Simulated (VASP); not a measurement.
A run of VASP 6.6.1:

The input INCAR:

```
PREC = Accurate
ENCUT = 520
EDIFF = 1E-7
ISMEAR = 0
SIGMA = 0.05
LREAL = F
LASPH = T
NELM = 80
ALGO = Normal
ISIF = 2
LWAVE = F
LCHARG = F
GGA = PS
NBANDS = 28
```

Contents of KPOINTS:

```
Automatic mesh
0
Gamma
  4 4 4
```

POSCAR

```
KCaCl3
1.0
    4.9874193948      0.0000000000      0.0000000000
    0.0000000000      5.6241112324      0.0000000000
    0.0000000000      0.0000000000      5.3057653136
K Ca Cl
1 1 3
Direct
    0.0000000000      0.0000000000      0.0000000000
    0.5000000000      0.5000000000      0.5000000000
    0.0000000000      0.5000000000      0.5000000000
    0.5000000000      0.0000000000      0.5000000000
    0.5000000000      0.5000000000      0.0000000000
```

Potentials or basis: VASP PAW PBE potentials, release 64 (K_sv, Ca_sv, Cl).

The run is started by

```console
$ cat potpaw_PBE.64/K_sv/POTCAR potpaw_PBE.64/Ca_sv/POTCAR potpaw_PBE.64/Cl/POTCAR > POTCAR
$ mpirun -np 1 vasp_std > vasp.out
```

Hardware: 1 thread of AMD EPYC 9R45 96-Core Processor (Zen 5) (shared host).

Q: How long does it take, and how much memory?

A: Run time: 62 s on 1 thread of AMD EPYC 9R45 96-Core Processor (Zen 5), on a shared host, peak memory 0.27 GiB. Counts: scf iterations 15, k points 27.
